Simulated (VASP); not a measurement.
Al2GaP3:

```
Al Ga P
1.0
    -1.94752    1.94752    8.25717
     1.94752   -1.94752    8.25717
     1.94752    1.94752   -8.25717
Al Ga P
2 1 3
Cartesian
  0.0000 0.0000 11.0097
  0.0000 0.0000 5.5046
  0.0000 0.0000 0.0000
  1.9475 0.0000 6.8748
  1.9475 0.0000 1.3823
  0.0000 1.9475 4.1286
```

Base run:

```yaml
Program: VASP 6.6.1
Functional: PBE
Potentials_or_basis: VASP PAW PBE potentials, release 64 (Al, Ga_d, P)
Cutoff: 500 eV
k_mesh: 10 × 10 × 10
Occupations: gaussian, width 0.02 eV
Spin: no spin polarisation
```

Its results: band gap on the k mesh 1.64 eV (least direct gap 1.84 eV); pressure -0.1 GPa; largest force 0.005 eV/Å.

Q: The run is repeated on the same cell with these changes: functional from PBE to LDA; potentials or basis from VASP PAW PBE potentials, release 64 (Al, Ga_d, P) to VASP PAW LDA potentials, release 64 (Al, Ga_d, P). What comes out?

A: Band gap on the k mesh 1.50 eV (least direct gap 1.70 eV); pressure -3.8 GPa; largest force 0.124 eV/Å.

Caveats: the cell stands under tension (at least some runs).

A k mesh can miss the band edges.
